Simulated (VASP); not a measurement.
Input of a VASP 6.6.1 run:

File INCAR:

```
SYSTEM = Si8O15
  PREC = Accurate
  ENCUT = 520
  EDIFF = 1E-7
  ISMEAR = -1
  SIGMA = 0.05
  LREAL = Auto
  LASPH = .True.
  NELM = 80
  ALGO = Normal
  ISIF = 2
  LWAVE = .False.
  LCHARG = .False.
  NBANDS = 78
  NELECT = 120.0
```

The input KPOINTS:

```
Automatic mesh
0
Gamma
  2 2 2
  0 0 0
```

POSCAR

```
Si8O15
1.0
    0.0000000000      5.0462000000      4.4946000000
    4.0970000000      0.0000000000      4.4946000000
    4.0970000000      5.0462000000      0.0000000000
Si O
8 15
Direct
    0.2026256740      0.0451941376      0.9608982208
    0.3363340203      0.4480948091      0.0086306417
    0.8067866634      0.9474345149      0.0496426893
    0.2100131733      0.0191862390      0.4649616332
    0.6601328466      0.5706743100      0.4574773677
    0.7929357636      0.9540679020      0.5558268102
    0.2944008026      0.4402895833      0.5422615089
    0.7106715307      0.5441464723      0.9501684058
    0.4031724673      0.5145212298      0.2068982513
    0.2616439249      0.1483343359      0.6143957591
    0.3527492013      0.7051210006      0.5250761097
    0.4437991933      0.1238452624      0.1643309127
    0.0858071524      1.0086556281      0.2953440862
    0.2321808664      0.3452936174      0.8885844848
    0.1396364181      0.7746404606      0.9899642201
    0.9023771713      0.0175238023      0.7175066526
    0.7689505891      0.6472130300      0.1236660230
    0.8689201891      0.2087554627      0.0198881647
    0.9666583478      0.6127865816      0.6478795640
    0.6185154248      0.4780982172      0.7656680671
    0.7360200840      0.8366961466      0.3848687891
    0.6285737746      0.2878920428      0.4848267075
    0.5369685211      0.8798350138      0.8501728308
```

Potentials or basis: VASP PAW LDA potentials, release 64 (Si, O).

The run is started by

```console
$ cat potpaw_LDA.64/Si/POTCAR potpaw_LDA.64/O/POTCAR > POTCAR
$ mpirun -np 1 vasp_std > vasp.out
```

Q: What does it give for the largest force?

A: 0.084 eV/Å.

Forces on the atoms (eV/Å):
```
Si   0.005  0.025 -0.009
Si   0.040 -0.032 -0.046
Si   0.001 -0.044 -0.003
Si   0.015  0.004  0.006
Si  -0.031  0.077  0.011
Si  -0.019 -0.036  0.007
Si   0.029 -0.022  0.026
Si  -0.012  0.024 -0.005
O    0.020  0.002 -0.016
O   -0.012  0.009 -0.017
O    0.003 -0.014 -0.033
O   -0.022  0.014  0.006
O   -0.014 -0.012  0.016
O   -0.001 -0.012  0.001
O   -0.014  0.003 -0.011
O    0.021 -0.004 -0.015
O   -0.021 -0.011  0.004
O    0.023 -0.007  0.016
O   -0.007 -0.009  0.014
O   -0.027  0.019  0.053
O    0.026  0.015  0.031
O   -0.025  0.016 -0.017
O    0.021 -0.006 -0.021
```

Caveat: the k points lie up to 0.61 Å⁻¹ apart; the cell carries a net charge on a neutralising background, which shifts energy and pressure.
